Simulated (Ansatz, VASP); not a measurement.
# BiTe: VASP beside Ansatz

```
CELL_PARAMETERS angstrom
2.42271 1.39875 3.31729
-2.42271 1.39875 3.31729
0.00000 -2.79750 3.31729
ATOMIC_POSITIONS crystal
Bi 0.50000 0.50000 0.50000
Te 0.00000 0.00000 0.00000
```

Alike in both runs: task relaxation of cell and atoms; functional RPBE; dispersion D4; k mesh 7 × 7 × 7; occupations fermi-dirac, width 0.05 eV; no spin polarisation.

|  | VASP | Ansatz |
| --- | --- | --- |
| version | VASP 6.6.1 | Ansatz 0.2.0 |
| potentials or method | VASP PAW PBE potentials, release 64 (Bi_d, Te) | Ansatz PAW |
| plane-wave cutoff (eV) | 600 | 420 |
| valence electrons in the cell | 21 | 31 |

```tsv
	VASP	Ansatz	Ansatz less VASP
gap on the k mesh at the Fermi level, each at its own relaxed structure (eV)	none	none	-
relaxed volume (Å³/atom)	31.05	31.05	-0.002
relaxed cell length with the largest relative difference (Å)	4.129	4.128	-0.0010
```

VASP's potentials were made for PBE, not for RPBE. A gap of «none» marks a metal or a gap that the smearing closes. VASP's potentials hold 21 valence electrons a cell and Ansatz's 31, so a difference there can come from the potentials and not from the codes.

Spin-orbit coupling is off throughout. Noted on Ansatz's run: the plane-wave basis is chosen anew once the cell has moved, so the energies of steps on either side of that aren't comparable.
